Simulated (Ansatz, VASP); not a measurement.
**NaCl in VASP and in Ansatz**

File INCAR:

```
SYSTEM = NaCl
PREC = Accurate ; ENCUT = 520
EDIFF = 1E-6 ; ISMEAR = 0
SIGMA = 0.02 ; LREAL = .FALSE.
LASPH = .TRUE. ; NELM = 60
ALGO = Normal ; ISIF = 2
LWAVE = .FALSE. ; LCHARG = .TRUE.
GGA = PE ; LELF = .TRUE.
LVHAR = .TRUE. ; NBANDS = 14
```

KPOINTS

```
regular mesh
0
G
  8 8 8
  0 0 0
```

File POSCAR:

```
NaCl
1.0
    0.0000000000      2.8481696037      2.8481696037
    2.8481696037      0.0000000000      2.8481696037
    2.8481696037      2.8481696037      0.0000000000
Na Cl
1 1
Direct
    0.5000000000      0.5000000000      0.5000000000
    0.0000000000      0.0000000000      0.0000000000
```

Input for Ansatz:

```yaml
crystal:
  lattice:
    - [0.0, 2.8481696037, 2.8481696037]
    - [2.8481696037, 0.0, 2.8481696037]
    - [2.8481696037, 2.8481696037, 0.0]
  atoms:
    - { symbol: Na, position: [0.5, 0.5, 0.5] }
    - { symbol: Cl, position: [0.0, 0.0, 0.0] }
basis:
  ecutwfc: 420
kpoints:
  mp_grid: { grid: [8, 8, 8] }
  band_path:
    path:
      - [[0.0, 0.0, 0.0], [0.5, 0.0, 0.5], [0.625, 0.25, 0.625]]
      - [[0.375, 0.375, 0.75], [0.0, 0.0, 0.0], [0.5, 0.5, 0.5], [0.5, 0.25, 0.75], [0.5, 0.0, 0.5]]
    npoints: 14
hamiltonian:
  xc: pbe
scf:
  occupations: { method: gaussian, width: 0.02 }
  n_extra_bands: 6
output:
  forces: true
  stress: true
  eigenvalues: true
  populations: true
  dos: { projected: true, de: 0.02, nscf_kmesh: { grid: [12, 12, 12] } }
  bader: true
```

Alike in both runs: task single point; functional PBE; k mesh 8 × 8 × 8; occupations gaussian, width 0.02 eV; no spin polarisation.

|  | VASP | Ansatz |
| --- | --- | --- |
| version | VASP 6.6.1 | Ansatz 0.2.0 |
| potentials or method | VASP PAW PBE potentials, release 64 (Na_pv, Cl), cutoff 520 eV | scalar-relativistic, plane waves, PAW |
| valence electrons in the cell | 14 | 16 |

|  | VASP | Ansatz | Ansatz less VASP |
| --- | --- | --- | --- |
| gap on the k mesh at the Fermi level (eV) | 4.99 | 4.99 | 0.000 |
| least direct gap on the mesh (eV) | 4.99 | 4.99 | 0.000 |
| pressure (GPa) | 0.0 | 0.0 | +0.03 |

The functional is the same, so the differences come from potentials, cutoffs and numerics. VASP's potentials hold 14 valence electrons a cell and Ansatz's 16, so a difference there can come from the potentials and not from the codes.
